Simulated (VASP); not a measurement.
Input of a VASP 6.6.1 run:

Contents of INCAR:

```
  PREC = Accurate
  ENCUT = 520
  EDIFF = 1E-6
  ISMEAR = -1
  SIGMA = 0.05
  LREAL = False
  LASPH = True
  NELM = 60
  ALGO = Normal
  ISIF = 2
  LWAVE = False
  LCHARG = False
  GGA = PE
  NBANDS = 10
```

The input KPOINTS:

```
regular mesh
0
Gamma
  21 21 21
```

POSCAR

```
B
1.0
   -1.5055928007      1.5055928007      0.7048948735
    1.5055928007     -1.5055928007      0.7048948735
    1.5055928007      1.5055928007     -0.7048948735
B
2
Direct
   -0.3750000000     -0.1250000000     -0.2500000000
    0.3750000000      0.1250000000      0.2500000000
```

Potentials or basis: VASP PAW PBE potentials, release 64 (B).

Command:

```sh
$ cat potpaw_PBE.64/B/POTCAR > POTCAR
$ mpirun -np 1 vasp_std > vasp.out
```

(1) Predict the band gap on the k mesh.

(2) What does it give for the pressure?

Answers

(1) zero (bands 3 and 4 overlap by 13.65 eV).

(2) 591.6 GPa.

Caveat: the cell stands under pressure.
